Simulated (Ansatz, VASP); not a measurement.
**One calculation of Ga, two programs**

File INCAR:

```
PREC = Accurate ; ENCUT = 520
EDIFF = 1E-6 ; ISMEAR = 0
SIGMA = 0.1 ; LREAL = F
LASPH = T ; NELM = 80
ALGO = Normal ; ISIF = 2
LWAVE = F ; LCHARG = F
GGA = PE ; NBANDS = 34
```

Contents of KPOINTS:

```
Automatic mesh
0
Gamma
  6 6 4
```

Contents of POSCAR:

```
Ga
1.0
    2.2160233304     -3.7989918401      0.0000000000
    2.2160233304      3.7989918401      0.0000000000
    0.0000000000      0.0000000000      4.5555035300
Ga
4
Direct
    0.6556957200      0.3443042800      0.4154013900
    0.8443042800      0.1556957200      0.9154013900
    0.3443042800      0.6556957200      0.5845986100
    0.1556957200      0.8443042800      0.0845986100
```

Input for Ansatz:

```yaml
crystal:
  lattice:
    - [2.2160233304, -3.7989918401, 0.0]
    - [2.2160233304, 3.7989918401, 0.0]
    - [0.0, 0.0, 4.55550353]
  atoms:
    - { symbol: Ga, position: [0.65569572, 0.34430428, 0.41540139] }
    - { symbol: Ga, position: [0.84430428, 0.15569572, 0.91540139] }
    - { symbol: Ga, position: [0.34430428, 0.65569572, 0.58459861] }
    - { symbol: Ga, position: [0.15569572, 0.84430428, 0.08459861] }
basis:
  ecutwfc: 420
kpoints:
  mp_grid: { grid: [6, 6, 4] }
hamiltonian:
  xc: pbe
scf:
  occupations: { method: gaussian, width: 0.1 }
  lower_state_search: "off"
output:
  forces: true
  stress: true
  eigenvalues: true
```

Alike in both runs: task single point; functional PBE; k mesh 6 × 6 × 4; occupations gaussian, width 0.1 eV; no spin polarisation.

|  | VASP | Ansatz |
| --- | --- | --- |
| version | VASP 6.6.1 | Ansatz 0.2.0 |
| potentials or method | VASP PAW PBE potentials, release 64 (Ga_d), cutoff 520 eV | scalar-relativistic, plane waves, PAW |
| valence electrons in the cell | 52 | 52 |

```csv
,VASP,Ansatz,Ansatz less VASP
gap on the k mesh at the Fermi level (eV),none,none,-
pressure (GPa),3.2,3.1,-0.15
"traceless stress, the component that is largest in VASP (GPa)",0.71,0.71,-0.004
rms of the force components (eV/Å),0.004,0.003,-0.0011
```

Atom by atom the forces differ by 0.002 eV/Å (rms over components). A gap of «none» marks a metal or a gap that the smearing closes. The functional is the same, so the differences come from potentials, cutoffs and numerics.
